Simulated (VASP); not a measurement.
# TiC (I4mm) in VASP: notebook, part 2 of 2

VASP 6.6.1. Earlier steps stand in the parts before.

## 3. Single point, r2SCAN (all C atoms moved +0.037 Å, as atom 2 along Cartesian [0 1 0])

Input file POSCAR:

```
TiC
1.0
    0.0000000000      2.1640000000      2.1640000000
    2.1640000000      0.0000000000      2.1640000000
    2.1640000000      2.1640000000      0.0000000000
Ti C
1 1
Direct
    0.0000000000      0.0000000000      0.0000000000
    0.5086645102      0.4913354898      0.5086645102
```

Input file INCAR.step1:

```
PREC     = Accurate       # precision mode
ENCUT    = 520            # plane-wave cutoff, eV
ISMEAR   = 0              # smearing method
SIGMA    = 0.15           # smearing width, eV
LREAL    = False          # projectors in reciprocal space
LASPH    = True           # aspherical terms in the spheres
NELM     = 80             # most SCF steps
NBANDS   = 15             # bands
GGA      = PE             # functional
ALGO     = Normal         # electronic algorithm
EDIFF    = 1E-4           # SCF threshold, eV
LWAVE    = True           # write WAVECAR
LCHARG   = False          # write CHGCAR
```

Input file INCAR.step2:

```
PREC     = Accurate       # precision mode
ENCUT    = 520            # plane-wave cutoff, eV
EDIFF    = 1E-6           # SCF threshold, eV
ISMEAR   = 0              # smearing method
SIGMA    = 0.15           # smearing width, eV
LREAL    = False          # projectors in reciprocal space
LASPH    = True           # aspherical terms in the spheres
NELM     = 80             # most SCF steps
ALGO     = Normal         # electronic algorithm
ISIF     = 2              # what is computed and relaxed
LWAVE    = False          # write WAVECAR
LCHARG   = False          # write CHGCAR
METAGGA  = R2SCAN         # meta-GGA
LMIXTAU  = True         
NBANDS   = 15             # bands
ISTART   = 1
```

Input file KPOINTS:

```
regular mesh
0
Gamma
  18 18 18
```

Potentials or basis: VASP PAW PBE potentials, release 64 (Ti_sv, C).

The run is started by

```console
$ cat potpaw_PBE.64/Ti_sv/POTCAR potpaw_PBE.64/C/POTCAR > POTCAR
$ cp INCAR.step1 INCAR
$ mpirun -np 1 vasp_std > vasp.out
$ cp INCAR.step2 INCAR
$ mpirun -np 1 vasp_std > vasp.out
```

Run time: 4.9 min. Hardware: 1 thread of AMD EPYC 9R45 (Zen 5), shared host; peak memory 0.24 GiB.

Results (log left out):

```
Free energy            : -24.8638 eV
Pressure               : 1.1 GPa
Largest force          : 0.351 eV/Å
Band gap on the k mesh : zero (bands 8 and 9 overlap by 1.34 eV)
```

Forces in eV/Å, atoms in the order of the input:
```
Ti   0.000  0.351  0.000
C    0.000 -0.351  0.000
```

Stress tensor (GPa, compression positive):
```
0.94 0.00 0.00
0.00 1.35 0.00
0.00 0.00 0.94
```

Levels at points of the mesh, in eV from the Fermi level:
```
           k point  band 6  band 7  band 8  band 9  band 10  band 11
(0.00, 0.00, 0.00)    0.78    0.78    0.85    1.34     1.71     1.73
(0.50, 0.00, 0.00)   -6.11   -3.15   -3.15    3.14     3.14     4.38
(0.50, 0.50, 0.00)   -3.70   -1.59   -0.17   -0.10     2.75     3.77
(0.50, 0.00, 0.50)   -3.69   -1.53   -0.16   -0.16     2.73     3.77
```

Caveat: the cell differs from its parent crystal (all C atoms moved +0.037 Å, as atom 2 along Cartesian [0 1 0]); the PAW data sets were made with another functional, which shifts forces and pressure a little.

## 4. Single point, r2SCAN (all C atoms moved +0.013 Å, as atom 2 along Cartesian [0 1 0])

POSCAR: that of step 3 with these lines changed.

```diff
@@ -9,2 +9,2 @@
     0.0000000000      0.0000000000      0.0000000000
-    0.5086645102      0.4913354898      0.5086645102
+    0.5028881701      0.4971118299      0.5028881701
```

INCAR.step1 is that of step 3.

INCAR.step2: that of step 3 with these lines changed.

```diff
@@ -2,3 +2,3 @@
 ENCUT    = 520            # plane-wave cutoff, eV
-EDIFF    = 1E-6           # SCF threshold, eV
+EDIFF    = 1E-7           # SCF threshold, eV
 ISMEAR   = 0              # smearing method
```

Input file KPOINTS:

```
Automatic mesh
0
Gamma
  18 18 18
```

Potentials or basis: VASP PAW PBE potentials, release 64 (Ti_sv, C).

The run is started by

```console
$ cat potpaw_PBE.64/Ti_sv/POTCAR potpaw_PBE.64/C/POTCAR > POTCAR
$ cp INCAR.step1 INCAR
$ mpirun -np 1 vasp_std > vasp.out
$ cp INCAR.step2 INCAR
$ mpirun -np 1 vasp_std > vasp.out
```

OUTCAR:

```text
PREC = Accurate
   ENCUT = 520
   EDIFF = 1E-7
   ISMEAR = 0
   LREAL = False
   LASPH = True
   NELM = 80
   ISIF = 2
   METAGGA = R2SCAN
   ISTART = 1

 ion  position               nearest neighbor table
   1  0.000  0.000  0.000-   2 2.15   2 2.16   2 2.16   2 2.16   2 2.16   2 2.18
   2  0.503  0.497  0.503-   1 2.15   1 2.16   1 2.16   1 2.16   1 2.16   1 2.18

  LATTYP: Found a face centered cubic cell.
 ALAT       =     4.3280000000

  Lattice vectors:

 A1 = (   0.0000000000,   2.1640000000,   2.1640000000)
 A2 = (   2.1640000000,   0.0000000000,   2.1640000000)
[... 610 lines left out ...]
     12      16.8409      0.00000
     13      17.4899      0.00000
     14      19.6810      0.00000
     15      25.8429      0.00000

 [... further k-points ...]
[... 5 lines left out ...]
  --------------------------------------------------------------------------------------
  -------------------------------------------------------------------------------------
  Total        0.1180755      0.1237026      0.1180755     -0.0000000      0.0000000      0.0000000
  in kB        9.3340137      9.7788434      9.3340137     -0.0000000      0.0000000      0.0000000
  external PRESSURE =       9.4822903 kB  Pullay stress =       0.0000000 kB

 VOLUME and BASIS-vectors are now :
 -----------------------------------------------------------------------------
  energy-cutoff  :      520.00
  volume of cell :       20.27
      direct lattice vectors                 reciprocal lattice vectors
     0.000000000  2.164000000  2.164000000    -0.231053604  0.231053604  0.231053604
     2.164000000  0.000000000  2.164000000     0.231053604 -0.231053604  0.231053604
     2.164000000  2.164000000  0.000000000     0.231053604  0.231053604 -0.231053604

 POSITION                                       TOTAL-FORCE (eV/Angst)
 -----------------------------------------------------------------------------------
      0.00000      0.00000      0.00000         0.000000      0.116762      0.000000
      2.16400      2.17650      2.16400         0.000000     -0.116762      0.000000
 -----------------------------------------------------------------------------------
    total drift:                               -0.000000      0.000350     -0.000000

  FREE ENERGIE OF THE ION-ELECTRON SYSTEM (eV)
  ---------------------------------------------------
  free  energy   TOTEN  =       -24.8696292887 eV

  energy  without entropy=      -24.8667782217  energy(sigma->0) =      -24.86820376
```

It took 6.2 min on 1 thread of AMD EPYC 9R45 (Zen 5), shared host; peak memory 0.24 GiB.

Results:

| Property | Result |
| --- | --- |
| Free energy | -24.8696 eV |
| Pressure | 0.9 GPa |
| Largest force | 0.117 eV/Å |
| Band gap on the k mesh | zero (bands 8 and 9 overlap by 1.33 eV) |

Forces in eV/Å, atoms in the order of the input:
```
Ti   0.000  0.117  0.000
C    0.000 -0.117  0.000
```

Caveat: the cell differs from its parent crystal (all C atoms moved +0.013 Å, as atom 2 along Cartesian [0 1 0]); the PAW data sets were made with another functional, which shifts forces and pressure a little.

## 5. Overview

| cell | gap on the mesh (eV) | pressure (GPa) | largest force (eV/Å) |
| --- | --- | --- | --- |
| as given, atomic positions A | none | 1.4 | 0.58 |
| as given, atomic positions B | none | 1.1 | 0.35 |
| as given, atomic positions C | none | 0.9 | 0.12 |

Alike in all rows: task single point; level r2SCAN; potentials or basis VASP PAW PBE potentials, release 64 (Ti_sv, C); no spin polarisation; k mesh 18 × 18 × 18; cutoff (eV) 520; smearing gaussian 0.15 eV.

Caveats: the PAW data sets were made with another functional, which shifts forces and pressure a little.

Absolute energies hang on the potentials; compare differences alone.
